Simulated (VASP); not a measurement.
# MoPt in VASP: notebook

The runs below take MoPt through single point, with PBE.

Program: VASP 6.6.1. These are calculated values, not measurements. Logs are shortened: lines on timing, memory, paths and dates and some standing lists are left out, and cuts for length are marked.

## Step 1: The cell of the first run

The cell holds a sheet with vacuum, 2 atoms: a = 3.871 Å, b = 3.871 Å, c = 14.000 Å, α = 90.00°, β = 90.00°, γ = 90.00°.

The cell was built from a structure type or drawn by symmetry, and may not be a known phase.

## Step 2: Single point, PBE

INCAR

```
  ALGO = Normal
  DIPOL = 0.5 0.5 0.500
  EDIFF = 1E-7
  ENCUT = 520
  GGA = PE
  IDIPOL = 3
  ISIF = 2
  ISMEAR = 0
  LASPH = True
  LCHARG = False
  LDIPOL = True
  LREAL = False
  LWAVE = False
  NBANDS = 19
  NELM = 60
  PREC = Accurate
  SIGMA = 0.1
```

KPOINTS

```
k-points
0
Gamma
  4 4 1
```

POSCAR

```
MoPt
1.0
    3.8714530000      0.0000000000      0.0000000000
    0.0000000000      3.8714530000      0.0000000000
    0.0000000000      0.0000000000     14.0000000000
Mo Pt
1 1
Direct
    0.5000000000      0.5000000000      0.5000000000
    0.0000000000      0.0000000000      0.5000000000
```

Potentials or basis: VASP PAW PBE potentials, release 64 (Mo_sv, Pt).

Run with:

```sh
cat potpaw_PBE.64/Mo_sv/POTCAR potpaw_PBE.64/Pt/POTCAR > POTCAR
mpirun -np 1 vasp_std > vasp.out
```

OUTCAR:

```text
EDIFF = 1E-7
   ENCUT = 520
   GGA = PE
   ISIF = 2
   ISMEAR = 0
   LASPH = True
   LREAL = False
   NELM = 60
   PREC = Accurate

 ion  position               nearest neighbor table
   1  0.500  0.500  0.500-   2 2.74   2 2.74   2 2.74   2 2.74
   2  0.000  0.000  0.500-   1 2.74   1 2.74   1 2.74   1 2.74

  LATTYP: Found a simple tetragonal cell.
 ALAT       =     3.8714530000
 C/A-ratio  =     3.6162133442

  Lattice vectors:

 A1 = (   3.8714530000,   0.0000000000,   0.0000000000)
 A2 = (   0.0000000000,   3.8714530000,   0.0000000000)
 A3 = (   0.0000000000,   0.0000000000,  14.0000000000)

Analysis of symmetry for initial positions (statically):
=====================================================================
 Subroutine PRICEL returns:
 Original cell was already a primitive cell.

 Routine SETGRP: Setting up the symmetry group for a
 simple tetragonal supercell.

 Subroutine GETGRP returns: Found 16 space group operations
 (whereof 16 operations were pure point group operations)
 out of a pool of 16 trial point group operations.

The static configuration has the point symmetry D_4h.

Analysis of symmetry for dynamics (positions and initial velocities):
=====================================================================
 Subroutine PRICEL returns:
 Original cell was already a primitive cell.

 Routine SETGRP: Setting up the symmetry group for a
 simple tetragonal supercell.

 Subroutine GETGRP returns: Found 16 space group operations
 (whereof 16 operations were pure point group operations)
 out of a pool of 16 trial point group operations.

The dynamic configuration has the point symmetry D_4h.

 Subroutine INISYM returns: Found 16 space group operations
 (whereof 16 operations are pure point group operations),
 and found     1 'primitive' translations

----------------------------------------------------------------------------------------

                                     Primitive cell

  volume of cell :     209.8341

  direct lattice vectors                    reciprocal lattice vectors
     3.871453000  0.000000000  0.000000000     0.258300953  0.000000000  0.000000000
     0.000000000  3.871453000  0.000000000     0.000000000  0.258300953  0.000000000
     0.000000000  0.000000000 14.000000000     0.000000000  0.000000000  0.071428571

  length of vectors
     3.871453000  3.871453000 14.000000000     0.258300953  0.258300953  0.071428571

  position of ions in fractional coordinates (direct lattice)
     0.500000000  0.500000000  0.500000000
     0.000000000  0.000000000  0.500000000

  ion indices of the primitive-cell ions
   primitive index   ion index
                 1           1
                 2           2

----------------------------------------------------------------------------------------

 KPOINTS: k-points

Automatic generation of k-mesh.
 Grid dimensions read from file:
 generate k-points for:    4    4    1

 Generating k-lattice:

  Cartesian coordinates                     Fractional coordinates (reciprocal lattice)
     0.064575238  0.000000000  0.000000000     0.250000000  0.000000000  0.000000000
     0.000000000  0.064575238  0.000000000     0.000000000  0.250000000  0.000000000
     0.000000000  0.000000000  0.071428571     0.000000000  0.000000000  1.000000000

  Length of vectors
     0.064575238  0.064575238  0.071428571

  Shift w.r.t. Gamma in fractional coordinates (k-lattice)
     0.000000000  0.000000000  0.000000000

 Subroutine IBZKPT returns following result:
 ===========================================

 Found      6 irreducible k-points:

 Following reciprocal coordinates:
            Coordinates               Weight
  0.000000  0.000000  0.000000      1.000000
  0.250000  0.000000  0.000000      4.000000
  0.500000  0.000000  0.000000      2.000000
  0.250000  0.250000  0.000000      4.000000
  0.500000  0.250000  0.000000      4.000000
  0.500000  0.500000  0.000000      1.000000
   k-points           NKPTS =      6   k-points in BZ     NKDIM =      6   number of bands    NBANDS=     19
   number of dos      NEDOS =    301   number of ions     NIONS =      2
   total plane-waves  NPLWV =  97200
   dimension x,y,z NGX =    30 NGY =   30 NGZ =  108
   dimension x,y,z NGXF=    60 NGYF=   60 NGZF=  216
   ions per type =               1   1
   NGX,Y,Z   is equivalent  to a cutoff of  12.88, 12.88, 12.82 a.u.
   NGXF,Y,Z  is equivalent  to a cutoff of  25.76, 25.76, 25.65 a.u.
 SYSTEM =  unknown system
   PREC   = accura    normal or accurate (medium, high low for compatibility)
   ISTART =      0    job   : 0-new  1-cont  2-samecut
   ICHARG =      2    charge: 1-file 2-atom 10-const
   ISPIN  =      1    spin polarized calculation?
   LNONCOLLINEAR =      F non collinear calculations
   LSORBIT =      F    spin-orbit coupling
   LASPH  =      T    aspherical Exc in radial PAW
   ENCUT  =  520.0 eV  38.22 Ry    6.18 a.u.   7.20  7.20 26.03*2*pi/ulx,y,z
   NELM   =     60;   NELMIN=  2; NELMDL= -5     # of ELM steps
   EDIFF  = 0.1E-06   stopping-criterion for ELM
   LREAL  =      F    real-space projection
   EDIFFG = 0.1E-05   stopping-criterion for IOM
   NSW    =      0    number of steps for IOM
   IBRION =     -1    ionic relax: 0-MD 1-quasi-New 2-CG
   NFREE  =      0    steps in history (QN), initial steepest desc. (CG)
   ISIF   =      2    stress and relaxation
   ISYM   =      2    0-nonsym 1-usesym 2-fastsym
   POTIM  = 0.5000    time-step for ionic-motion
   TEBEG  =    0.0;   TEEND  =   0.0 temperature during run
   PSTRESS=    0.0 pullay stress
   NELECT =      24.0000    total number of electrons
   NUPDOWN=      -1.0000    fix difference up-down
   EMIN   =  10.00;   EMAX   =-10.00  energy-range for DOS
   EFERMI =   0.00;   METHOD = LEGACY
   ISMEAR =     0;   SIGMA  =   0.10  broadening in eV -4-tet -1-fermi 0-gaus
   EFERMI_NEDOS =   21; number of points for ismear=-14 and -15
   IALGO  =     38    algorithm
   IMIX   =      4    mixing-type and parameters
     AMIX     =   0.40;   BMIX     =  1.00
     AMIX_MAG =   1.60;   BMIX_MAG =  1.00
  volume/ion in A,a.u.               =     104.92       708.02
  Fermi-wavevector in a.u.,A,eV,Ry     =   0.794670  1.501708  8.592075  0.631500
  Thomas-Fermi vector in A             =   1.900847
   LORBIT       =      0    0 simple, 1 ext, 2 COOP (PROOUT), +10 PAW based schemes
   GGA     = PE    functional components
   LHFCALC =     F    Hartree Fock is set to
   AEXX    =    0.0000 exact exchange contribution
   IVDW    =     0    specifies the selected vdW correction
   LEPSILON=     F    determine dielectric tensor
   LRPA    =     F    only Hartree local field effects (RPA)
 non-spin polarized calculation
 Gauss-broadening in eV      SIGMA  =   0.10
  energy-cutoff  :      520.00
  volume of cell :      209.83
 maximum number of plane-waves:      5676
 NGX is ok and might be reduce to    30
   NGX = 15   NGY = 15   NGZ = 53

 dipolmoment           0.000000      0.000000     -0.000000 electrons x Angstroem

 number of electron      23.9999994 magnetization

 dipolmoment           0.000000      0.000000      0.000000 electrons x Angstroem

 Free energy of the ion-electron system (eV)
  ---------------------------------------------------
  ext. energy  EPLUGINS =         0.00000000
  ---------------------------------------------------
  free energy    TOTEN  =       -12.41312401 eV

  energy without entropy =      -12.36479363  energy(sigma->0) =      -12.38895882

 E-fermi :  -2.3571     XC(G=0):  -3.3986

 val. band max:       -2.4002399072   @ k =   0.5000   0.0000   0.0000
 cond. band min:      -2.3491728042   @ k =   0.5000   0.2500   0.0000
 fundamental gap:      0.0510671030
 Fermi energy:        -2.3570718655

 k-point     1 :       0.0000    0.0000    0.0000
  band No.  band energies     occupation
      1     -63.8218      2.00000
      2     -37.8823      2.00000
      3     -37.8823      2.00000
      4     -37.7975      2.00000
      5      -8.0438      2.00000
      6      -7.0539      2.00000
[... 11 lines left out ...]
     18       3.1795      0.00000
     19       3.8909      0.00000

 k-point     2 :       0.2500    0.0000    0.0000
  band No.  band energies     occupation
      1     -63.8210      2.00000
      2     -37.8981      2.00000
      3     -37.8856      2.00000
      4     -37.7968      2.00000
      5      -7.1813      2.00000
      6      -6.4668      2.00000
[... 11 lines left out ...]
     18       2.7999      0.00000
     19       3.9295      0.00000

 k-point     3 :       0.5000    0.0000    0.0000
  band No.  band energies     occupation
      1     -63.8202      2.00000
      2     -37.9139      2.00000
      3     -37.8888      2.00000
      4     -37.7961      2.00000
      5      -6.0558      2.00000
      6      -5.3999      2.00000
[... 11 lines left out ...]
     18       2.8756      0.00000
     19       4.5090      0.00000

 k-point     4 :       0.2500    0.2500    0.0000
  band No.  band energies     occupation
      1     -63.8206      2.00000
      2     -37.9012      2.00000
      3     -37.8926      2.00000
      4     -37.7959      2.00000
      5      -7.0357      2.00000
      6      -5.9344      2.00000
[... 11 lines left out ...]
     18       3.2820      0.00000
     19       3.5178      0.00000

 k-point     5 :       0.5000    0.2500    0.0000
  band No.  band energies     occupation
      1     -63.8201      2.00000
      2     -37.9083      2.00000
      3     -37.8957      2.00000
      4     -37.7951      2.00000
      5      -6.1393      2.00000
      6      -6.0589      2.00000
[... 11 lines left out ...]
     18       3.0627      0.00000
     19       4.8688      0.00000

 k-point     6 :       0.5000    0.5000    0.0000
  band No.  band energies     occupation
      1     -63.8200      2.00000
      2     -37.9026      2.00000
      3     -37.9026      2.00000
      4     -37.7941      2.00000
      5      -6.5403      2.00000
      6      -6.3965      2.00000
[... 11 lines left out ...]
     18       3.3073      0.00000
     19       3.5657      0.00000

------------------------ aborting loop because EDIFF is reached ----------------------------------------

 vacuum level on the upper side and lower side of the slab       (xc-potential included)        -0.105        -0.105

  FORCE on cell =-STRESS in cart. coord.  units (eV):
  Direction    XX          YY          ZZ          XY          YZ          ZX
  --------------------------------------------------------------------------------------
  -------------------------------------------------------------------------------------
  Total       -9.7522123     -9.7522123     -0.0180308      0.0000000      0.0000000      0.0000000
  in kB      -74.4625168    -74.4625168     -0.1376730      0.0000000      0.0000000      0.0000000
  external PRESSURE =     -49.6875689 kB  Pullay stress =       0.0000000 kB

 VOLUME and BASIS-vectors are now :
 -----------------------------------------------------------------------------
  energy-cutoff  :      520.00
  volume of cell :      209.83
      direct lattice vectors                 reciprocal lattice vectors
     3.871453000  0.000000000  0.000000000     0.258300953  0.000000000  0.000000000
     0.000000000  3.871453000  0.000000000     0.000000000  0.258300953  0.000000000
     0.000000000  0.000000000 14.000000000     0.000000000  0.000000000  0.071428571

 POSITION                                       TOTAL-FORCE (eV/Angst)
 -----------------------------------------------------------------------------------
      1.93573      1.93573      7.00000         0.000000      0.000000      0.000000
      0.00000      0.00000      7.00000         0.000000      0.000000      0.000000
 -----------------------------------------------------------------------------------
    total drift:                                0.000000      0.000000      0.000000

  FREE ENERGIE OF THE ION-ELECTRON SYSTEM (eV)
  ---------------------------------------------------
  free  energy   TOTEN  =       -12.4131240125 eV

  energy  without entropy=      -12.3647936296  energy(sigma->0) =      -12.38895882

 vacuum level on the upper side and lower side of the slab         2.517         2.517
```

Wall time 20 s (1 thread of AMD EPYC 9R45 (Zen 5), shared host); peak memory 0.26 GiB.

Results:

```
Free energy            : -12.4131 eV
Band gap on the k mesh : zero (bands 12 and 13 overlap by 1.62 eV)
```

Caveat: the k points lie up to 0.41 Å⁻¹ apart, too coarse for converged energies and pressures of a metal; spin-orbit coupling is left out, which moves the levels of the heavy elements.

## Step 3: Single point, PBE

This run uses another cell than the first one.

INCAR

```
SYSTEM = MoPt
PREC = Accurate ; ENCUT = 520
EDIFF = 1E-6 ; ISMEAR = 0
SIGMA = 0.1 ; LREAL = .False.
LASPH = .True. ; NELM = 100
ALGO = Normal ; ISIF = 2
LWAVE = .False. ; LCHARG = .False.
LDIPOL = .True. ; IDIPOL = 3
DIPOL = 0.5 0.5 0.294 ; GGA = PE
NBANDS = 19
```

KPOINTS

```
Automatic mesh
0
Gamma
  4 4 1
  0 0 0
```

POSCAR

```
MoPt
1.0
    3.5244821388      0.0000000000      0.0000000000
    0.0000000000      3.5244821388      0.0000000000
    0.0000000000      0.0000000000     23.8000000000
Mo Pt
1 1
Direct
    0.5000000000      0.5000000000      0.2941176471
    0.0000000000      0.0000000000      0.2941176471
```

Potentials or basis: VASP PAW PBE potentials, release 64 (Mo_sv, Pt).

Run with:

```sh
cat potpaw_PBE.64/Mo_sv/POTCAR potpaw_PBE.64/Pt/POTCAR > POTCAR
mpirun -np 1 vasp_std > vasp.out
```

Run time: 29 s. Hardware: 1 thread of AMD EPYC 9R45 (Zen 5), shared host; peak memory 0.35 GiB.

It converged, with:

* Free energy: -13.4680 eV
* Band gap on the k mesh: zero (bands 12 and 13 overlap by 2.09 eV)

Levels at points of the mesh, in eV from the Fermi level:
```tsv
k point	band 8	band 9	band 10	band 11	band 12	band 13	band 14	band 15
(0.00, 0.00, 0.00)	-3.67	-3.67	-3.27	0.37	0.37	1.01	1.01	2.10
(0.50, 0.00, 0.00)	-3.09	-3.02	-2.88	-1.77	-1.74	-1.38	-0.33	-0.09
(0.50, 0.50, 0.00)	-4.72	-2.95	-2.16	0.27	0.71	1.23	1.23	1.54
```

Caveat: the k points lie up to 0.45 Å⁻¹ apart, too coarse for converged energies and pressures of a metal; spin-orbit coupling is left out, which moves the levels of the heavy elements.
